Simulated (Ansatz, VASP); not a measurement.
**One calculation of Fe, two programs**

```
CELL_PARAMETERS angstrom
2.94826 0.00000 0.00000
0.00000 2.94826 0.00000
0.00000 0.00000 2.94826
ATOMIC_POSITIONS crystal
Fe 0.00000 0.00000 0.00000
Fe 0.50000 0.50000 0.50000
```

Alike in both runs: task single point; functional BLYP; k mesh 18 × 18 × 18; occupations fermi-dirac, width 0.05 eV; collinear spin.

```csv
,VASP,Ansatz
version,VASP 6.6.1,Ansatz 0.2.0
potentials or method,"VASP PAW PBE potentials, release 64 (Fe), cutoff 600 eV","plane waves (420 eV) with PAW, scalar-relativistic"
valence electrons in the cell,16,32
```

Ansatz gave:

| Quantity | Value |
| --- | --- |
| pressure (GPa) | -9.7 |
| net moment per atom (μB) | 2.39 |
| size of the moment on the site where the two differ most (μB) | 2.44 |

Question: Which values does VASP return?

Answer: Pressure (GPa): -9.2; net moment per atom (μB): 2.41; size of the moment on the site where the two differ most (μB): 2.42.

VASP's potentials were made for PBE, not for BLYP. Site moments also hang on the region over which each program counts them. VASP's potentials hold 16 valence electrons a cell and Ansatz's 32, so a difference there can come from the potentials and not from the codes.
